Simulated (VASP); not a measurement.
# SnMo (P-6m2) in VASP: single point with r2SCAN

Aim: the single point of SnMo with r2SCAN.

Program: VASP 6.6.1. These are calculated values, not measurements. Logs are shortened: lines on timing, memory, paths and dates and some standing lists are left out, and cuts for length are marked.

### 1 The cell of the first run

It takes space group P-6m2 (No. 187, hexagonal). Conventional cell: a = 3.228 Å, b = 3.228 Å, c = 4.151 Å, α = 90.00°, β = 90.00°, γ = 120.00°. Within 3.7 Å of Sn (site symmetry -6m2) lie 6 Mo at 2.79 Å and 6 Sn at 3.23 Å. Within 3.7 Å of Mo (site symmetry -6m2) lie 6 Sn at 2.79 Å and 6 Mo at 3.23 Å.

### 2 Single point, r2SCAN

Input file POSCAR:

```
SnMo
1.0
    3.2281709647      0.0000000000      0.0000000000
   -1.6140854824      2.7956780632      0.0000000000
    0.0000000000      0.0000000000      4.1510473765
Sn Mo
1 1
Direct
    0.0000000000      0.0000000000      0.0000000000
    0.6666666667      0.3333333333      0.5000000000
```

Input file INCAR.step1:

```
  ALGO = Normal
  EDIFF = 1E-4
  ENCUT = 520
  GGA = PE
  ISMEAR = 0
  LASPH = T
  LCHARG = F
  LREAL = F
  LWAVE = T
  NBANDS = 21
  NELM = 80
  PREC = Accurate
  SIGMA = 0.1
```

Input file INCAR.step2:

```
  ALGO = Normal
  EDIFF = 1E-6
  ENCUT = 520
  ISIF = 2
  ISMEAR = 0
  ISTART = 1
  LASPH = T
  LCHARG = F
  LMIXTAU = T
  LREAL = F
  LWAVE = F
  METAGGA = R2SCAN
  NBANDS = 21
  NELM = 80
  PREC = Accurate
  SIGMA = 0.1
```

Input file KPOINTS:

```
k-points
0
Gamma
  6 6 6
```

Potentials or basis: VASP PAW PBE potentials, release 64 (Sn_d, Mo_sv).

Launch:

```sh
> cat potpaw_PBE.64/Sn_d/POTCAR potpaw_PBE.64/Mo_sv/POTCAR > POTCAR
> cp INCAR.step1 INCAR
> mpirun -np 1 vasp_std > vasp.out
> cp INCAR.step2 INCAR
> mpirun -np 1 vasp_std > vasp.out
```

OUTCAR:

```text
EDIFF = 1E-6
   ENCUT = 520
   ISIF = 2
   ISMEAR = 0
   ISTART = 1
   LASPH = T
   LREAL = F
   METAGGA = R2SCAN
   NELM = 80
   PREC = Accurate

 ion  position               nearest neighbor table
   1  0.000  0.000  0.000-   2 2.79   2 2.79   2 2.79   2 2.79   2 2.79   2 2.79
   2  0.667  0.333  0.500-   1 2.79   1 2.79   1 2.79   1 2.79   1 2.79   1 2.79

  LATTYP: Found a hexagonal cell.
 ALAT       =     3.2281709647
 C/A-ratio  =     1.2858821363

  Lattice vectors:

 A1 = (   3.2281709647,   0.0000000000,   0.0000000000)
 A2 = (  -1.6140854824,   2.7956780632,   0.0000000000)
 A3 = (   0.0000000000,   0.0000000000,   4.1510473765)

Analysis of symmetry for initial positions (statically):
=====================================================================
 Subroutine PRICEL returns:
 Original cell was already a primitive cell.

 Routine SETGRP: Setting up the symmetry group for a
 hexagonal supercell.

 Subroutine GETGRP returns: Found 12 space group operations
 (whereof 12 operations were pure point group operations)
 out of a pool of 24 trial point group operations.

The static configuration has the point symmetry D_3h.

Analysis of symmetry for dynamics (positions and initial velocities):
=====================================================================
 Subroutine PRICEL returns:
 Original cell was already a primitive cell.

 Routine SETGRP: Setting up the symmetry group for a
 hexagonal supercell.

 Subroutine GETGRP returns: Found 12 space group operations
 (whereof 12 operations were pure point group operations)
 out of a pool of 24 trial point group operations.

The dynamic configuration has the point symmetry D_3h.

 Subroutine INISYM returns: Found 12 space group operations
 (whereof 12 operations are pure point group operations),
 and found     1 'primitive' translations

----------------------------------------------------------------------------------------

                                     Primitive cell

  volume of cell :      37.4629

  direct lattice vectors                    reciprocal lattice vectors
     3.228170965  0.000000000  0.000000000     0.309772937  0.178847488  0.000000000
    -1.614085482  2.795678063  0.000000000     0.000000000  0.357694977  0.000000000
     0.000000000  0.000000000  4.151047377     0.000000000  0.000000000  0.240903056

  length of vectors
     3.228170965  3.228170965  4.151047377     0.357694977  0.357694977  0.240903056

  position of ions in fractional coordinates (direct lattice)
     0.000000000  0.000000000  0.000000000
     0.666666667  0.333333333  0.500000000

  ion indices of the primitive-cell ions
   primitive index   ion index
                 1           1
                 2           2

----------------------------------------------------------------------------------------

 KPOINTS: k-points

Automatic generation of k-mesh.
 Grid dimensions read from file:
 generate k-points for:    6    6    6

 Generating k-lattice:

  Cartesian coordinates                     Fractional coordinates (reciprocal lattice)
     0.051628823  0.029807915  0.000000000     0.166666667  0.000000000  0.000000000
     0.000000000  0.059615829  0.000000000     0.000000000  0.166666667  0.000000000
     0.000000000  0.000000000  0.040150509     0.000000000  0.000000000  0.166666667

  Length of vectors
     0.059615829  0.059615829  0.040150509

  Shift w.r.t. Gamma in fractional coordinates (k-lattice)
     0.000000000  0.000000000  0.000000000

 Subroutine IBZKPT returns following result:
 ===========================================

 Found     28 irreducible k-points:

 Following reciprocal coordinates:
            Coordinates               Weight
  0.000000  0.000000  0.000000      1.000000
  0.166667 -0.000000  0.000000      6.000000
  0.333333  0.000000  0.000000      6.000000
  0.500000  0.000000  0.000000      3.000000
  0.166667  0.166667  0.000000      6.000000
  0.333333  0.166667  0.000000     12.000000
[... 16 lines left out ...]
  0.166667 -0.000000  0.500000      6.000000
  0.333333  0.000000  0.500000      6.000000
 [... further k-points ...]
   k-points           NKPTS =     28   k-points in BZ     NKDIM =     28   number of bands    NBANDS=     21
   number of dos      NEDOS =    301   number of ions     NIONS =      2
   total plane-waves  NPLWV =  18432
   dimension x,y,z NGX =    24 NGY =   24 NGZ =   32
   dimension x,y,z NGXF=    48 NGYF=   48 NGZF=   64
   ions per type =               1   1
   NGX,Y,Z   is equivalent  to a cutoff of  12.36, 12.36, 12.82 a.u.
   NGXF,Y,Z  is equivalent  to a cutoff of  24.72, 24.72, 25.63 a.u.
 SYSTEM =  unknown system
   PREC   = accura    normal or accurate (medium, high low for compatibility)
   ISTART =      1    job   : 0-new  1-cont  2-samecut
   ICHARG =      0    charge: 1-file 2-atom 10-const
   ISPIN  =      1    spin polarized calculation?
   LNONCOLLINEAR =      F non collinear calculations
   LSORBIT =      F    spin-orbit coupling
   LASPH  =      T    aspherical Exc in radial PAW
   ENCUT  =  520.0 eV  38.22 Ry    6.18 a.u.   6.00  6.00  7.72*2*pi/ulx,y,z
   NELM   =     80;   NELMIN=  2; NELMDL=  0     # of ELM steps
   EDIFF  = 0.1E-05   stopping-criterion for ELM
   LREAL  =      F    real-space projection
   EDIFFG = 0.1E-04   stopping-criterion for IOM
   NSW    =      0    number of steps for IOM
   IBRION =     -1    ionic relax: 0-MD 1-quasi-New 2-CG
   NFREE  =      0    steps in history (QN), initial steepest desc. (CG)
   ISIF   =      2    stress and relaxation
   ISYM   =      2    0-nonsym 1-usesym 2-fastsym
   POTIM  = 0.5000    time-step for ionic-motion
   TEBEG  =    0.0;   TEEND  =   0.0 temperature during run
   PSTRESS=    0.0 pullay stress
   NELECT =      28.0000    total number of electrons
   NUPDOWN=      -1.0000    fix difference up-down
   EMIN   =  10.00;   EMAX   =-10.00  energy-range for DOS
   EFERMI =   0.00;   METHOD = LEGACY
   ISMEAR =     0;   SIGMA  =   0.10  broadening in eV -4-tet -1-fermi 0-gaus
   EFERMI_NEDOS =   21; number of points for ismear=-14 and -15
   IALGO  =     38    algorithm
   IMIX   =      4    mixing-type and parameters
     AMIX     =   0.40;   BMIX     =  1.00
     AMIX_MAG =   1.60;   BMIX_MAG =  1.00
  volume/ion in A,a.u.               =      18.73       126.41
  Fermi-wavevector in a.u.,A,eV,Ry     =   1.485686  2.807540 30.031637  2.207263
  Thomas-Fermi vector in A             =   2.599067
   LORBIT       =      0    0 simple, 1 ext, 2 COOP (PROOUT), +10 PAW based schemes
   METAGGA = R2SCAN    functional components
   LHFCALC =     F    Hartree Fock is set to
   AEXX    =    0.0000 exact exchange contribution
   IVDW    =     0    specifies the selected vdW correction
   LEPSILON=     F    determine dielectric tensor
   LRPA    =     F    only Hartree local field effects (RPA)
 non-spin polarized calculation
 Gauss-broadening in eV      SIGMA  =   0.10
  energy-cutoff  :      520.00
  volume of cell :       37.46
 maximum number of plane-waves:      1032
   NGX = 13   NGY = 13   NGZ = 15

 number of electron      27.9999990 magnetization

 Free energy of the ion-electron system (eV)
  ---------------------------------------------------
  ext. energy  EPLUGINS =         0.00000000
  ---------------------------------------------------
  free energy    TOTEN  =       -50.05457165 eV

  energy without entropy =      -50.05101788  energy(sigma->0) =      -50.05279477

 E-fermi :  11.1883     XC(G=0): -13.4051

 val. band max:       11.1809039107   @ k =   0.3333   0.0000   0.5000
 cond. band min:      11.2837220914   @ k =   0.1667  -0.0000   0.5000
 fundamental gap:      0.1028181807
 Fermi energy:        11.1882793463

 k-point     1 :       0.0000    0.0000    0.0000
  band No.  band energies     occupation
      1     -51.4735      2.00000
      2     -24.9472      2.00000
      3     -24.6699      2.00000
      4     -24.6699      2.00000
      5     -10.7836      2.00000
      6     -10.7836      2.00000
[... 13 lines left out ...]
     20      21.5666      0.00000
     21      23.9822      0.00000

 k-point     2 :       0.1667   -0.0000    0.0000
  band No.  band energies     occupation
      1     -51.4652      2.00000
      2     -24.9370      2.00000
      3     -24.7504      2.00000
      4     -24.6886      2.00000
      5     -10.8023      2.00000
      6     -10.7265      2.00000
[... 13 lines left out ...]
     20      22.0931      0.00000
     21      24.5603      0.00000

 k-point     3 :       0.3333    0.0000    0.0000
  band No.  band energies     occupation
      1     -51.4487      2.00000
      2     -24.9165      2.00000
      3     -24.9085      2.00000
      4     -24.7258      2.00000
      5     -10.8496      2.00000
      6     -10.6694      2.00000
[... 13 lines left out ...]
     20      21.8801      0.00000
     21      22.3529      0.00000

 k-point     4 :       0.5000    0.0000    0.0000
  band No.  band energies     occupation
      1     -51.4404      2.00000
      2     -24.9862      2.00000
      3     -24.9062      2.00000
      4     -24.7443      2.00000
      5     -10.8744      2.00000
      6     -10.6927      2.00000
[... 13 lines left out ...]
     20      20.7580      0.00000
     21      21.9801      0.00000

 k-point     5 :       0.1667    0.1667    0.0000
  band No.  band energies     occupation
      1     -51.4528      2.00000
      2     -24.9216      2.00000
      3     -24.8542      2.00000
      4     -24.7320      2.00000
      5     -10.7994      2.00000
      6     -10.6959      2.00000
[... 13 lines left out ...]
     20      22.7500      0.00000
     21      24.2487      0.00000

 k-point     6 :       0.3333    0.1667    0.0000
  band No.  band energies     occupation
      1     -51.4404      2.00000
      2     -24.9460      2.00000
      3     -24.9062      2.00000
      4     -24.7858      2.00000
      5     -10.8075      2.00000
      6     -10.6937      2.00000
[... 13 lines left out ...]
     20      21.7148      0.00000
     21      23.0760      0.00000

 k-point     7 :       0.3333    0.3333    0.0000
  band No.  band energies     occupation
      1     -51.4363      2.00000
      2     -24.9010      2.00000
      3     -24.8976      2.00000
      4     -24.8835      2.00000
      5     -10.7066      2.00000
      6     -10.7002      2.00000
[... 13 lines left out ...]
     20      20.7593      0.00000
     21      21.1715      0.00000
[... 291 lines left out ...]
      1     -51.4401      2.00000
      2     -24.9427      2.00000
      3     -24.9157      2.00000
      4     -24.7867      2.00000
      5     -10.7967      2.00000
      6     -10.7042      2.00000
[... 13 lines left out ...]
     20      20.3334      0.00000
     21      23.5495      0.00000

 k-point    21 :       0.3333    0.3333    0.3333
  band No.  band energies     occupation
      1     -51.4360      2.00000
      2     -24.9092      2.00000
      3     -24.8924      2.00000
      4     -24.8860      2.00000
      5     -10.6965      2.00000
      6     -10.6767      2.00000
[... 13 lines left out ...]
     20      18.1766      0.00000
     21      24.7661      0.00000

 k-point    22 :       0.0000    0.0000    0.5000
  band No.  band energies     occupation
      1     -51.4726      2.00000
      2     -24.9760      2.00000
      3     -24.6699      2.00000
      4     -24.6699      2.00000
      5     -10.7933      2.00000
      6     -10.7932      2.00000
[... 13 lines left out ...]
     20      22.0830      0.00000
     21      24.2865      0.00000

 k-point    23 :       0.1667   -0.0000    0.5000
  band No.  band energies     occupation
      1     -51.4645      2.00000
      2     -24.9618      2.00000
      3     -24.7488      2.00000
      4     -24.6892      2.00000
      5     -10.8050      2.00000
      6     -10.7343      2.00000
[... 13 lines left out ...]
     20      22.4803      0.00000
     21      24.2828      0.00000

 k-point    24 :       0.3333    0.0000    0.5000
  band No.  band energies     occupation
      1     -51.4482      2.00000
      2     -24.9333      2.00000
      3     -24.9041      2.00000
      4     -24.7276      2.00000
      5     -10.8376      2.00000
      6     -10.6985      2.00000
[... 13 lines left out ...]
     20      19.7172      0.00000
     21      23.3600      0.00000

 [... further k-points ...]

------------------------ aborting loop because EDIFF is reached ----------------------------------------

  FORCE on cell =-STRESS in cart. coord.  units (eV):
  Direction    XX          YY          ZZ          XY          YZ          ZX
  --------------------------------------------------------------------------------------
  -------------------------------------------------------------------------------------
  Total        0.0738191      0.0738191      0.1158187     -0.0000000      0.0000000      0.0000000
  in kB        3.1570239      3.1570239      4.9532231     -0.0000000      0.0000000      0.0000000
  external PRESSURE =       3.7557570 kB  Pullay stress =       0.0000000 kB

 VOLUME and BASIS-vectors are now :
 -----------------------------------------------------------------------------
  energy-cutoff  :      520.00
  volume of cell :       37.46
      direct lattice vectors                 reciprocal lattice vectors
     3.228170965  0.000000000  0.000000000     0.309772937  0.178847488  0.000000000
    -1.614085482  2.795678063  0.000000000     0.000000000  0.357694977  0.000000000
     0.000000000  0.000000000  4.151047377     0.000000000  0.000000000  0.240903056

 POSITION                                       TOTAL-FORCE (eV/Angst)
 -----------------------------------------------------------------------------------
      0.00000      0.00000      0.00000         0.000000      0.000000      0.000000
      1.61409      0.93189      2.07552         0.000000      0.000000      0.000000
 -----------------------------------------------------------------------------------
    total drift:                               -0.000001      0.000001      0.000000

  FREE ENERGIE OF THE ION-ELECTRON SYSTEM (eV)
  ---------------------------------------------------
  free  energy   TOTEN  =       -50.0545716488 eV

  energy  without entropy=      -50.0510178847  energy(sigma->0) =      -50.05279477
```

Wall time 40 s (1 thread of AMD EPYC 9R45 (Zen 5), shared host); peak memory 0.13 GiB.

What came out:

- Free energy: -50.0546 eV
- Pressure: 0.4 GPa
- Band gap on the k mesh: zero (band 14 reaches 11.55 eV, above the bottom of band 15 at 10.87 eV)

Levels at points of the mesh, in eV from the Fermi level:
| k point | band 12 | band 13 | band 14 | band 15 | band 16 | band 17 |
| --- | --- | --- | --- | --- | --- | --- |
| (0.00, 0.00, 0.00) | -1.33 | -0.82 | -0.82 | 0.69 | 0.69 | 6.35 |
| (0.50, 0.00, 0.00) | -3.33 | -2.39 | 0.26 | 2.26 | 3.46 | 3.55 |
| (0.00, 0.00, 0.50) | -1.05 | -0.45 | -0.45 | 0.26 | 0.26 | 8.65 |
| (0.50, 0.00, 0.50) | -3.81 | -1.26 | -0.73 | 0.35 | 2.34 | 3.37 |

Caveat: the k points lie up to 0.37 Å⁻¹ apart; the PAW data sets were made with another functional, which shifts forces and pressure a little; spin-orbit coupling is left out, which moves the levels of the heavy elements.
